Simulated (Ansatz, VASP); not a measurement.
## One calculation of TiAl, two programs

```
Ti Al
1.0
     0.00000   -3.15647    0.00000
     0.00000    0.00000   -3.15647
     9.96942    0.00000    0.00000
Ti Al
3 3
Direct
  0.00000 0.00000 0.23745
  0.00000 0.00000 0.55406
  0.00000 0.00000 0.87068
  0.50000 0.50000 0.07914
  0.50000 0.50000 0.39575
  0.50000 0.50000 0.71237
```

Alike in both runs: task single point; functional PBEsol; k mesh 19 × 19 × 7; occupations gaussian, width 0.15 eV; no spin polarisation.

|  | VASP | Ansatz |
| --- | --- | --- |
| version | VASP 6.6.1 | Ansatz 0.2.0 |
| potentials or method | VASP PAW PBE potentials, release 64 (Ti_sv, Al), cutoff 520 eV | scalar-relativistic, plane waves, PAW |
| valence electrons in the cell | 45 | 45 |

VASP gave:

```
gap on the k mesh at the Fermi level (eV)                     : none
pressure (GPa)                                                : -3.8
traceless stress, the component that is largest in VASP (GPa) : 1.76
rms of the force components (eV/Å)                            : 0.371
```

Question: Which values does Ansatz return?

Answer: gap on the k mesh at the Fermi level (eV): none; pressure (GPa): -3.9; traceless stress, the component that is largest in VASP (GPa): 1.76; rms of the force components (eV/Å): 0.370.

VASP's potentials were made for PBE, not for PBEsol. Atom by atom the forces differ by 0.002 eV/Å (rms over components). A gap of «none» marks a metal or a gap that the smearing closes.
